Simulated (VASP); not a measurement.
A run of VASP 6.6.1 is set up as follows.

The input POSCAR:

```
Ti
1.0
    0.0000000000      2.0217017781      2.0217017781
    2.0217017781      0.0000000000      2.0217017781
    2.0217017781      2.0217017781      0.0000000000
Ti
1
Direct
    0.0000000000      0.0000000000      0.0000000000
```

The input INCAR.step1:

```
SYSTEM = Ti
PREC = Accurate ; ENCUT = 520
ISMEAR = -1 ; SIGMA = 0.1
LREAL = .FALSE. ; LASPH = .TRUE.
NELM = 80 ; NBANDS = 12
GGA = PE ; ALGO = Normal
EDIFF = 1E-4 ; LWAVE = .TRUE.
LCHARG = .FALSE.
```

Contents of INCAR.step2:

```
SYSTEM = Ti
PREC = Accurate ; ENCUT = 520
EDIFF = 1E-7 ; ISMEAR = -1
SIGMA = 0.1 ; LREAL = .FALSE.
LASPH = .TRUE. ; NELM = 80
ALGO = Normal ; ISIF = 2
LWAVE = .FALSE. ; LCHARG = .TRUE.
METAGGA = R2SCAN ; LMIXTAU = .TRUE.
LELF = .TRUE. ; LVHAR = .TRUE.
NBANDS = 12 ; ISTART = 1
```

KPOINTS

```
Automatic mesh
0
G
  14 14 14
  0 0 0
```

Potentials or basis: VASP PAW PBE potentials, release 64 (Ti_sv).

Run with:

```console
$ cat potpaw_PBE.64/Ti_sv/POTCAR > POTCAR
$ cp INCAR.step1 INCAR
$ mpirun -np 1 vasp_std > vasp.out
$ cp INCAR.step2 INCAR
$ mpirun -np 1 vasp_std > vasp.out
```

Question: Estimate the band gap on the k mesh.

Answer: Zero (bands 6 and 7 overlap by 1.44 eV).

Question: What does it give for the pressure?

Answer: 6.6 GPa.

Caveat: the cell stands under pressure; the PAW data sets were made with another functional, which shifts forces and pressure a little.
